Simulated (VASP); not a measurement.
# As (R-3m) in VASP: single point with PBE+D3(BJ)

Aim: the single point of As with PBE+D3(BJ).

Everything below comes from runs of VASP 6.6.1. Logs are shortened: lines on timing, memory, paths and dates and some standing lists are left out, and cuts for length are marked.

## 1. The cell of the first run

It takes space group R-3m (No. 166, trigonal). The conventional cell has a = 3.690 Å, b = 3.690 Å, c = 9.353 Å, α = 90.00°, β = 90.00°, γ = 120.00°. Within 3.3 Å of As (site symmetry 3m) lie 6 As at 2.50 to 2.80 Å.

## 2. Single point, PBE+D3(BJ) (18.38 Å³/atom)

The input, INCAR:

```
SYSTEM = As
  ALGO = Normal
  EDIFF = 1E-6
  ENCUT = 510
  GGA = PE
  GGA_COMPAT = .False.
  ISIF = 2
  ISMEAR = 0
  IVDW = 12
  LASPH = .True.
  LCHARG = .False.
  LREAL = .False.
  LWAVE = .False.
  NBANDS = 22
  NELM = 120
  PREC = Accurate
  SIGMA = 0.1
```

The input, KPOINTS:

```
k-points
0
Gamma
  15 15 15
  0 0 0
```

The input, POSCAR:

```
As
1.0
    1.8451064700      1.0652727171      3.1176920731
   -1.8451064700      1.0652727171      3.1176920731
    0.0000000000     -2.1305454342      3.1176920731
As
2
Direct
    0.7638383927      0.7638383927      0.7638383927
    0.2361616073      0.2361616073      0.2361616073
```

Potentials or basis: VASP PAW PBE potentials, release 64 (As_d).

Run with:

```console
cat potpaw_PBE.64/As_d/POTCAR > POTCAR
mpirun -np 1 vasp_std > vasp.out
```

OUTCAR:

```text
SYSTEM = As
   EDIFF = 1E-6
   ENCUT = 510
   GGA = PE
   ISIF = 2
   ISMEAR = 0
   IVDW = 12
   LASPH = .True.
   LREAL = .False.
   NELM = 120
   PREC = Accurate
 IVDW          = 12

 ion  position               nearest neighbor table
   1  0.764  0.764  0.764-   2 2.50   2 2.50   2 2.50   2 2.80   2 2.80   2 2.80
   2  0.236  0.236  0.236-   1 2.50   1 2.50   1 2.50   1 2.80   1 2.80   1 2.80

  LATTYP: Found a trigonal (rhomboedric) cell.
 ALAT       =     3.7761392599
 COS(alpha) =     0.5224961752

  Lattice vectors:

 A1 = (   1.8451064700,   1.0652727171,   3.1176920731)
 A2 = (  -1.8451064700,   1.0652727171,   3.1176920731)
 A3 = (   0.0000000000,  -2.1305454342,   3.1176920731)

Analysis of symmetry for initial positions (statically):
=====================================================================
 Subroutine PRICEL returns:
 Original cell was already a primitive cell.

 Routine SETGRP: Setting up the symmetry group for a
 trigonal (rhombohedral) supercell.

 Subroutine GETGRP returns: Found 12 space group operations
 (whereof 12 operations were pure point group operations)
 out of a pool of 12 trial point group operations.

The static configuration has the point symmetry D_3d.

Analysis of symmetry for dynamics (positions and initial velocities):
=====================================================================
 Subroutine PRICEL returns:
 Original cell was already a primitive cell.

 Routine SETGRP: Setting up the symmetry group for a
 trigonal (rhombohedral) supercell.

 Subroutine GETGRP returns: Found 12 space group operations
 (whereof 12 operations were pure point group operations)
 out of a pool of 12 trial point group operations.

The dynamic configuration has the point symmetry D_3d.

 Subroutine INISYM returns: Found 12 space group operations
 (whereof 12 operations are pure point group operations),
 and found     1 'primitive' translations

----------------------------------------------------------------------------------------

                                     Primitive cell

  volume of cell :      36.7677

  direct lattice vectors                    reciprocal lattice vectors
     1.845106470  1.065272717  3.117692073     0.270987072  0.156454459  0.106916695
    -1.845106470  1.065272717  3.117692073    -0.270987072  0.156454459  0.106916695
     0.000000000 -2.130545434  3.117692073     0.000000000 -0.312908918  0.106916695

  length of vectors
     3.776139260  3.776139260  3.776139260     0.330670789  0.330670789  0.330670789

  position of ions in fractional coordinates (direct lattice)
     0.763838393  0.763838393  0.763838393
     0.236161607  0.236161607  0.236161607

  ion indices of the primitive-cell ions
   primitive index   ion index
                 1           1
                 2           2

----------------------------------------------------------------------------------------

 KPOINTS: k-points

Automatic generation of k-mesh.
 Grid dimensions read from file:
 generate k-points for:   15   15   15

 Generating k-lattice:

  Cartesian coordinates                     Fractional coordinates (reciprocal lattice)
     0.018065805  0.010430297  0.007127780     0.066666667  0.000000000  0.000000000
    -0.018065805  0.010430297  0.007127780     0.000000000  0.066666667  0.000000000
     0.000000000 -0.020860595  0.007127780     0.000000000  0.000000000  0.066666667

  Length of vectors
     0.022044719  0.022044719  0.022044719

  Shift w.r.t. Gamma in fractional coordinates (k-lattice)
     0.000000000  0.000000000  0.000000000

 Subroutine IBZKPT returns following result:
 ===========================================

 Found    344 irreducible k-points:

 Following reciprocal coordinates:
            Coordinates               Weight
  0.000000  0.000000  0.000000      1.000000
  0.066667  0.000000  0.000000      6.000000
  0.133333 -0.000000  0.000000      6.000000
  0.200000  0.000000  0.000000      6.000000
  0.266667 -0.000000  0.000000      6.000000
  0.333333  0.000000  0.000000      6.000000
[... 16 lines left out ...]
  0.133333  0.133333  0.000000      6.000000
  0.200000  0.133333  0.000000     12.000000
 [... further k-points ...]
   k-points           NKPTS =    344   k-points in BZ     NKDIM =    344   number of bands    NBANDS=     22
   number of dos      NEDOS =    301   number of ions     NIONS =      2
   total plane-waves  NPLWV =  21952
   dimension x,y,z NGX =    28 NGY =   28 NGZ =   28
   dimension x,y,z NGXF=    56 NGYF=   56 NGZF=   56
   ions per type =               2
   NGX,Y,Z   is equivalent  to a cutoff of  12.33, 12.33, 12.33 a.u.
   NGXF,Y,Z  is equivalent  to a cutoff of  24.65, 24.65, 24.65 a.u.
 SYSTEM =  As
   PREC   = accura    normal or accurate (medium, high low for compatibility)
   ISTART =      0    job   : 0-new  1-cont  2-samecut
   ICHARG =      2    charge: 1-file 2-atom 10-const
   ISPIN  =      1    spin polarized calculation?
   LNONCOLLINEAR =      F non collinear calculations
   LSORBIT =      F    spin-orbit coupling
   LASPH  =      T    aspherical Exc in radial PAW
   ENCUT  =  510.0 eV  37.48 Ry    6.12 a.u.   6.95  6.95  6.95*2*pi/ulx,y,z
   NELM   =    120;   NELMIN=  2; NELMDL= -5     # of ELM steps
   EDIFF  = 0.1E-05   stopping-criterion for ELM
   LREAL  =      F    real-space projection
   EDIFFG = 0.1E-04   stopping-criterion for IOM
   NSW    =      0    number of steps for IOM
   IBRION =     -1    ionic relax: 0-MD 1-quasi-New 2-CG
   NFREE  =      0    steps in history (QN), initial steepest desc. (CG)
   ISIF   =      2    stress and relaxation
   ISYM   =      2    0-nonsym 1-usesym 2-fastsym
   POTIM  = 0.5000    time-step for ionic-motion
   TEBEG  =    0.0;   TEEND  =   0.0 temperature during run
   PSTRESS=    0.0 pullay stress
   NELECT =      30.0000    total number of electrons
   NUPDOWN=      -1.0000    fix difference up-down
   EMIN   =  10.00;   EMAX   =-10.00  energy-range for DOS
   EFERMI =   0.00;   METHOD = LEGACY
   ISMEAR =     0;   SIGMA  =   0.10  broadening in eV -4-tet -1-fermi 0-gaus
   EFERMI_NEDOS =   21; number of points for ismear=-14 and -15
   IALGO  =     38    algorithm
   IMIX   =      4    mixing-type and parameters
     AMIX     =   0.40;   BMIX     =  1.00
     AMIX_MAG =   1.60;   BMIX_MAG =  1.00
  volume/ion in A,a.u.               =      18.38       124.06
  Fermi-wavevector in a.u.,A,eV,Ry     =   1.529771  2.890848 31.840333  2.340198
  Thomas-Fermi vector in A             =   2.637346
   LORBIT       =      0    0 simple, 1 ext, 2 COOP (PROOUT), +10 PAW based schemes
   GGA     = PE    functional components
   LHFCALC =     F    Hartree Fock is set to
   AEXX    =    0.0000 exact exchange contribution
   IVDW    =    12    specifies the selected vdW correction
   LEPSILON=     F    determine dielectric tensor
   LRPA    =     F    only Hartree local field effects (RPA)
 non-spin polarized calculation
 Gauss-broadening in eV      SIGMA  =   0.10
  energy-cutoff  :      510.00
  volume of cell :       36.77
 maximum number of plane-waves:       976
   NGX = 13   NGY = 13   NGZ = 13

 number of electron      29.9999998 magnetization

 Free energy of the ion-electron system (eV)
  ---------------------------------------------------
  ext. energy  EPLUGINS =         0.00000000
  ---------------------------------------------------
  free energy    TOTEN  =        -9.07330093 eV

  energy without entropy =       -9.07207391  energy(sigma->0) =       -9.07268742

 E-fermi :   5.2012     XC(G=0): -11.5337

 val. band max:        5.1945845082   @ k =   0.4667   0.0000   0.0000
 cond. band min:       5.2254689374   @ k =   0.4000   0.3333   0.3333
 fundamental gap:      0.0308844293
 Fermi energy:         5.2011777863

 k-point     1 :       0.0000    0.0000    0.0000
  band No.  band energies     occupation
      1     -31.2084      2.00000
      2     -31.2084      2.00000
      3     -31.1462      2.00000
      4     -31.1462      2.00000
      5     -31.1268      2.00000
      6     -31.0616      2.00000
[... 14 lines left out ...]
     21      11.6739      0.00000
     22      13.7537      0.00000

 k-point     2 :       0.0667    0.0000    0.0000
  band No.  band energies     occupation
      1     -31.2068      2.00000
      2     -31.2064      2.00000
      3     -31.1454      2.00000
      4     -31.1451      2.00000
      5     -31.1259      2.00000
      6     -31.0625      2.00000
[... 14 lines left out ...]
     21      11.4636      0.00000
     22      14.2714      0.00000

 k-point     3 :       0.1333   -0.0000    0.0000
  band No.  band energies     occupation
      1     -31.2022      2.00000
      2     -31.2008      2.00000
      3     -31.1432      2.00000
      4     -31.1418      2.00000
      5     -31.1233      2.00000
      6     -31.0650      2.00000
[... 14 lines left out ...]
     21      11.4332      0.00000
     22      15.4760      0.00000

 k-point     4 :       0.2000    0.0000    0.0000
  band No.  band energies     occupation
      1     -31.1949      2.00000
      2     -31.1916      2.00000
      3     -31.1398      2.00000
      4     -31.1366      2.00000
      5     -31.1191      2.00000
      6     -31.0691      2.00000
[... 14 lines left out ...]
     21      12.0273      0.00000
     22      17.0043      0.00000

 k-point     5 :       0.2667   -0.0000    0.0000
  band No.  band energies     occupation
      1     -31.1857      2.00000
      2     -31.1795      2.00000
      3     -31.1354      2.00000
      4     -31.1297      2.00000
      5     -31.1136      2.00000
      6     -31.0747      2.00000
[... 417 lines left out ...]
 k-point    22 :      -0.0667    0.0667    0.0000
  band No.  band energies     occupation
      1     -31.2060      2.00000
      2     -31.2013      2.00000
      3     -31.1446      2.00000
      4     -31.1428      2.00000
      5     -31.1243      2.00000
      6     -31.0646      2.00000
[... 14 lines left out ...]
     21      11.6251      0.00000
     22      14.2937      0.00000

 k-point    23 :       0.1333    0.1333    0.0000
  band No.  band energies     occupation
      1     -31.2075      2.00000
      2     -31.1922      2.00000
      3     -31.1449      2.00000
      4     -31.1393      2.00000
      5     -31.1220      2.00000
      6     -31.0671      2.00000
[... 14 lines left out ...]
     21      12.3239      0.00000
     22      14.1694      0.00000

 k-point    24 :       0.2000    0.1333    0.0000
  band No.  band energies     occupation
      1     -31.2053      2.00000
      2     -31.1835      2.00000
      3     -31.1436      2.00000
      4     -31.1355      2.00000
      5     -31.1187      2.00000
      6     -31.0705      2.00000
[... 14 lines left out ...]
     21      12.9458      0.00000
     22      14.8259      0.00000

 [... further k-points ...]

------------------------ aborting loop because EDIFF is reached ----------------------------------------

 Edisp (eV)   -0.98572

 E8    (eV) :    -0.4168

  FORCE on cell =-STRESS in cart. coord.  units (eV):
  Direction    XX          YY          ZZ          XY          YZ          ZX
  --------------------------------------------------------------------------------------
  -------------------------------------------------------------------------------------
  Total       2.16683     2.16683     2.18068     0.00000     0.00000     0.00000
  in kB      94.42101    94.42101    95.02449     0.00000     0.00000     0.00000
  external pressure =       94.62 kB  Pullay stress =        0.00 kB

 VOLUME and BASIS-vectors are now :
 -----------------------------------------------------------------------------
  energy-cutoff  :      510.00
  volume of cell :       36.77
      direct lattice vectors                 reciprocal lattice vectors
     1.845106470  1.065272717  3.117692073     0.270987072  0.156454459  0.106916695
    -1.845106470  1.065272717  3.117692073    -0.270987072  0.156454459  0.106916695
     0.000000000 -2.130545434  3.117692073     0.000000000 -0.312908918  0.106916695

 POSITION                                       TOTAL-FORCE (eV/Angst)
 -----------------------------------------------------------------------------------
      0.00000      0.00000      7.14424         0.000000      0.000000     -0.012362
      0.00000      0.00000      2.20884         0.000000     -0.000000      0.012362
 -----------------------------------------------------------------------------------
    total drift:                               -0.000000      0.000000     -0.000000

  FREE ENERGIE OF THE ION-ELECTRON SYSTEM (eV)
  ---------------------------------------------------
  free  energy   TOTEN  =       -10.0590190379 eV

  energy  without entropy=      -10.0577920091  energy(sigma->0) =      -10.05840552
```

Run time: 5.1 min. Hardware: 1 thread of Intel Xeon Platinum 8175M at 2.50GHz (Skylake/Cascade Lake), shared host; peak memory 0.32 GiB.

Results:

```
Free energy                : -10.0590 eV
Pressure                   : 9.5 GPa
Largest force              : 0.012 eV/Å
Band gap on the k mesh     : zero (bands 15 and 16 overlap by 0.58 eV)
Dispersion energy per atom : -0.493 eV
```

Forces on the atoms (eV/Å):
```
As   0.000  0.000 -0.012
As   0.000  0.000  0.012
```

Caveat: the cell stands under pressure.

The gap in the log of VASP goes by the Fermi energy; the results here count the filled bands.